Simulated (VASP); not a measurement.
# C (P6_3mc) in VASP: notebook

The runs below take C through single point, with LDA.

Everything below comes from runs of VASP 6.6.1. Logs are shortened: lines on timing, memory, paths and dates and some standing lists are left out, and cuts for length are marked.

## 1. The cell of the first run

The typed cell holds 12 atoms: a = 2.445 Å, b = 2.445 Å, c = 29.088 Å, α = 90.00°, β = 90.00°, γ = 120.00°.

## 2. Single point, LDA

INCAR reads:

```
SYSTEM = C
ALGO = Normal
EDIFF = 1E-6
ENCUT = 520
ISIF = 2
ISMEAR = 0
LASPH = .True.
LCHARG = .False.
LREAL = .False.
LWAVE = .False.
NBANDS = 36
NELM = 60
PREC = Accurate
SIGMA = 0.1
```

KPOINTS reads:

```
k-points
0
Gamma
  18 18 2
  0 0 0
```

POSCAR reads:

```
C
1.0
    2.4446005244      0.0000000000      0.0000000000
   -1.2223002622      2.1170861563      0.0000000000
    0.0000000000      0.0000000000     29.0883073464
C
12
Direct
    0.6666666667      0.3333333333      1.0014381788
    0.6666666667      0.3333333333      0.5014563039
    0.6666666667      0.3333333333      0.7298539282
    0.6666666667      0.3333333333      0.2298723132
    0.0000000000      0.0000000000      0.6156893956
    0.3333333333      0.6666666667      0.2298539282
    0.0000000000      0.0000000000      0.1156893956
    0.6666666667      0.3333333333      0.6156898702
    0.3333333333      0.6666666667      0.7298723132
    0.3333333333      0.6666666667      0.1156898702
    0.3333333333      0.6666666667      0.5014381788
    0.3333333333      0.6666666667      1.0014563039
```

Potentials or basis: VASP PAW LDA potentials, release 64 (C).

Command:

```
$ cat potpaw_LDA.64/C/POTCAR > POTCAR
$ mpirun -np 1 vasp_std > vasp.out
```

OUTCAR:

```text
SYSTEM = C
   EDIFF = 1E-6
   ENCUT = 520
   ISIF = 2
   ISMEAR = 0
   LASPH = .True.
   LREAL = .False.
   NELM = 60
   PREC = Accurate

 ion  position               nearest neighbor table
   1  0.667  0.333  0.001-  12 1.41  12 1.41  12 1.41
   2  0.667  0.333  0.501-  11 1.41  11 1.41  11 1.41
   3  0.667  0.333  0.730-   9 1.41   9 1.41   9 1.41
   4  0.667  0.333  0.230-   6 1.41   6 1.41   6 1.41
   5  0.000  0.000  0.616-   8 1.41   8 1.41   8 1.41
   6  0.333  0.667  0.230-   4 1.41   4 1.41   4 1.41
   7  0.000  0.000  0.116-  10 1.41  10 1.41  10 1.41
   8  0.667  0.333  0.616-   5 1.41   5 1.41   5 1.41
   9  0.333  0.667  0.730-   3 1.41   3 1.41   3 1.41
  10  0.333  0.667  0.116-   7 1.41   7 1.41   7 1.41
  11  0.333  0.667  0.501-   2 1.41   2 1.41   2 1.41
  12  0.333  0.667  0.001-   1 1.41   1 1.41   1 1.41

  LATTYP: Found a hexagonal cell.
 ALAT       =     2.4446005244
 C/A-ratio  =    11.8990023344

  Lattice vectors:

 A1 = (   2.4446005244,   0.0000000000,   0.0000000000)
 A2 = (  -1.2223002622,   2.1170861563,   0.0000000000)
 A3 = (   0.0000000000,   0.0000000000,  29.0883073464)

Analysis of symmetry for initial positions (statically):
=====================================================================
 Subroutine PRICEL returns:
 Original cell was already a primitive cell.

 Routine SETGRP: Setting up the symmetry group for a
 hexagonal supercell.

 Subroutine GETGRP returns: Found 12 space group operations
 (whereof  6 operations were pure point group operations)
 out of a pool of 24 trial point group operations.

The static configuration has the point symmetry C_3v.
 The point group associated with its full space group is C_6v.

Analysis of symmetry for dynamics (positions and initial velocities):
=====================================================================
 Subroutine PRICEL returns:
 Original cell was already a primitive cell.

 Routine SETGRP: Setting up the symmetry group for a
 hexagonal supercell.

 Subroutine GETGRP returns: Found 12 space group operations
 (whereof  6 operations were pure point group operations)
 out of a pool of 24 trial point group operations.
[... 127 lines left out ...]
   NFREE  =      0    steps in history (QN), initial steepest desc. (CG)
   ISIF   =      2    stress and relaxation
   ISYM   =      2    0-nonsym 1-usesym 2-fastsym
   POTIM  = 0.5000    time-step for ionic-motion
   TEBEG  =    0.0;   TEEND  =   0.0 temperature during run
   PSTRESS=    0.0 pullay stress
   NELECT =      48.0000    total number of electrons
   NUPDOWN=      -1.0000    fix difference up-down
   EMIN   =  10.00;   EMAX   =-10.00  energy-range for DOS
   EFERMI =   0.00;   METHOD = LEGACY
   ISMEAR =     0;   SIGMA  =   0.10  broadening in eV -4-tet -1-fermi 0-gaus
   EFERMI_NEDOS =   21; number of points for ismear=-14 and -15
   IALGO  =     38    algorithm
   IMIX   =      4    mixing-type and parameters
     AMIX     =   0.40;   BMIX     =  1.00
     AMIX_MAG =   1.60;   BMIX_MAG =  1.00
  volume/ion in A,a.u.               =      12.55        84.66
  Fermi-wavevector in a.u.,A,eV,Ry     =   1.118408  2.113485 17.018665  1.250837
  Thomas-Fermi vector in A             =   2.255039
   LORBIT       =      0    0 simple, 1 ext, 2 COOP (PROOUT), +10 PAW based schemes
   GGA     = CA    functional components
   LHFCALC =     F    Hartree Fock is set to
   AEXX    =    0.0000 exact exchange contribution
   IVDW    =     0    specifies the selected vdW correction
   LEPSILON=     F    determine dielectric tensor
   LRPA    =     F    only Hartree local field effects (RPA)
 non-spin polarized calculation
 Gauss-broadening in eV      SIGMA  =   0.10
  energy-cutoff  :      520.00
  volume of cell :      150.54
 maximum number of plane-waves:      4124
   NGX =  9   NGY =  9   NGZ =109

 number of electron      47.9999988 magnetization

 Free energy of the ion-electron system (eV)
  ---------------------------------------------------
  ext. energy  EPLUGINS =         0.00000000
  ---------------------------------------------------
  free energy    TOTEN  =      -121.24399505 eV

  energy without entropy =     -121.24123470  energy(sigma->0) =     -121.24261488

 E-fermi :   1.8747     XC(G=0):  -7.9560

 val. band max:        1.8686373778   @ k =   0.3333   0.3333   0.0000
 cond. band min:       1.8770924439   @ k =   0.3333   0.3333   0.5000
 fundamental gap:      0.0084550661
 Fermi energy:         1.8747325594

 k-point     1 :       0.0000    0.0000    0.0000
  band No.  band energies     occupation
      1     -17.7210      2.00000
      2     -17.7209      2.00000
      3     -17.6068      2.00000
      4     -17.6068      2.00000
      5     -17.4788      2.00000
      6     -17.4787      2.00000
[... 925 lines left out ...]
     35      11.0237      0.00000
     36      11.0250      0.00000

 [... further k-points ...]

------------------------ aborting loop because EDIFF is reached ----------------------------------------

  FORCE on cell =-STRESS in cart. coord.  units (eV):
  Direction    XX          YY          ZZ          XY          YZ          ZX
  --------------------------------------------------------------------------------------
  -------------------------------------------------------------------------------------
  Total        0.9146609      0.9146609     -0.0850831      0.0000000      0.0000000      0.0000000
  in kB        9.7343243      9.7343243     -0.9055012      0.0000000      0.0000000      0.0000000
  external PRESSURE =       6.1877158 kB  Pullay stress =       0.0000000 kB

 VOLUME and BASIS-vectors are now :
 -----------------------------------------------------------------------------
  energy-cutoff  :      520.00
  volume of cell :      150.54
      direct lattice vectors                 reciprocal lattice vectors
     2.444600524  0.000000000  0.000000000     0.409064790  0.236173667  0.000000000
    -1.222300262  2.117086156  0.000000000     0.000000000  0.472347333  0.000000000
     0.000000000  0.000000000 29.088307346     0.000000000  0.000000000  0.034378075

 POSITION                                       TOTAL-FORCE (eV/Angst)
 -----------------------------------------------------------------------------------
      1.22230      0.70570      0.04183        -0.000000     -0.000000      0.000086
      1.22230      0.70570     14.58652         0.000000     -0.000000      0.000445
      1.22230      0.70570     21.23022         0.000000      0.000000     -0.000087
      1.22230      0.70570      6.68660        -0.000000      0.000000      0.000145
      0.00000      0.00000     17.90936         0.000000     -0.000000     -0.000124
     -0.00000      1.41139      6.68606        -0.000000     -0.000000     -0.000087
      0.00000      0.00000      3.36521        -0.000000     -0.000000     -0.000124
      1.22230      0.70570     17.90938         0.000000      0.000000     -0.000464
     -0.00000      1.41139     21.23075         0.000000     -0.000000      0.000145
     -0.00000      1.41139      3.36522        -0.000000      0.000000     -0.000464
     -0.00000      1.41139     14.58599         0.000000     -0.000000      0.000086
     -0.00000      1.41139      0.04236        -0.000000      0.000000      0.000445
 -----------------------------------------------------------------------------------
    total drift:                               -0.000000     -0.000000      0.000084

  FREE ENERGIE OF THE ION-ELECTRON SYSTEM (eV)
  ---------------------------------------------------
  free  energy   TOTEN  =      -121.2439950481 eV

  energy  without entropy=     -121.2412347045  energy(sigma->0) =     -121.24261488
```

It took 4 min on 1 thread of Intel Xeon 6975P-C (Granite Rapids), shared host; peak memory 0.38 GiB.

Results:

```yaml
Free_energy: -121.2440 eV
Pressure: 0.6 GPa
```

## 3. Single point, LDA

INCAR: that of step 2 with these lines changed.

```diff
@@ -11,4 +11,4 @@
 NBANDS = 36
-NELM = 60
+NELM = 100
 PREC = Accurate
-SIGMA = 0.1
+SIGMA = 0.15
```

KPOINTS is that of step 2.

POSCAR: that of step 2 with these lines changed.

```diff
@@ -8,3 +8,3 @@
 Direct
-    0.6666666667      0.3333333333      1.0014381788
+    0.6666666667      0.3333333333      0.0014381788
     0.6666666667      0.3333333333      0.5014563039
@@ -19,2 +19,2 @@
     0.3333333333      0.6666666667      0.5014381788
-    0.3333333333      0.6666666667      1.0014563039
+    0.3333333333      0.6666666667      0.0014563039
```

Potentials or basis: VASP PAW LDA potentials, release 64 (C).

Command:

```
$ cat potpaw_LDA.64/C/POTCAR > POTCAR
$ mpirun -np 1 vasp_std > vasp.out
```

OUTCAR:

```text
SYSTEM = C
   EDIFF = 1E-6
   ENCUT = 520
   ISIF = 2
   ISMEAR = 0
   LASPH = .True.
   LREAL = .False.
   NELM = 100
   PREC = Accurate

 ion  position               nearest neighbor table
   1  0.667  0.333  0.001-  12 1.41  12 1.41  12 1.41
   2  0.667  0.333  0.501-  11 1.41  11 1.41  11 1.41
   3  0.667  0.333  0.730-   9 1.41   9 1.41   9 1.41
   4  0.667  0.333  0.230-   6 1.41   6 1.41   6 1.41
   5  0.000  0.000  0.616-   8 1.41   8 1.41   8 1.41
[... 1167 lines left out ...]
  external PRESSURE =       6.1880422 kB  Pullay stress =       0.0000000 kB

 VOLUME and BASIS-vectors are now :
 -----------------------------------------------------------------------------
  energy-cutoff  :      520.00
  volume of cell :      150.54
      direct lattice vectors                 reciprocal lattice vectors
     2.444600524  0.000000000  0.000000000     0.409064790  0.236173667  0.000000000
    -1.222300262  2.117086156  0.000000000     0.000000000  0.472347333  0.000000000
     0.000000000  0.000000000 29.088307346     0.000000000  0.000000000  0.034378075

 POSITION                                       TOTAL-FORCE (eV/Angst)
 -----------------------------------------------------------------------------------
      1.22230      0.70570      0.04183        -0.000000      0.000000      0.000108
      1.22230      0.70570     14.58652         0.000000     -0.000000      0.000425
      1.22230      0.70570     21.23022         0.000000     -0.000000     -0.000067
      1.22230      0.70570      6.68660         0.000000      0.000000      0.000123
      0.00000      0.00000     17.90936        -0.000000     -0.000000     -0.000125
     -0.00000      1.41139      6.68606         0.000000     -0.000000     -0.000067
      0.00000      0.00000      3.36521         0.000000     -0.000000     -0.000125
      1.22230      0.70570     17.90938         0.000000      0.000000     -0.000464
     -0.00000      1.41139     21.23075        -0.000000      0.000000      0.000123
     -0.00000      1.41139      3.36522        -0.000000     -0.000000     -0.000464
     -0.00000      1.41139     14.58599         0.000000     -0.000000      0.000108
     -0.00000      1.41139      0.04236        -0.000000      0.000000      0.000425
 -----------------------------------------------------------------------------------
    total drift:                               -0.000000     -0.000000      0.000084

  FREE ENERGIE OF THE ION-ELECTRON SYSTEM (eV)
  ---------------------------------------------------
  free  energy   TOTEN  =      -121.2453788198 eV

  energy  without entropy=     -121.2412196763  energy(sigma->0) =     -121.24329925
```

stdout:

```text
POSCAR found type information on POSCAR C
 POSCAR found :  1 types and      12 ions
 scaLAPACK will be used
 LDA part: xc-table for (Slater(with rela. corr.)+CA(PZ))
 , standard interpolation
 POSCAR, INCAR and KPOINTS ok, starting setup
 FFT: planning ... GRIDC
 FFT: planning ... GRID_SOFT
 FFT: planning ... GRID
 WAVECAR not read
 entering main loop
```

It took 4.6 min on 1 thread of Intel Xeon 6975P-C (Granite Rapids), shared host; peak memory 0.37 GiB.

Results:

```yaml
Free_energy: -121.2454 eV
Pressure: 0.6 GPa
```

Stress tensor (GPa, compression positive):
```
 0.97  0.00  0.00
 0.00  0.97  0.00
 0.00  0.00 -0.09
```
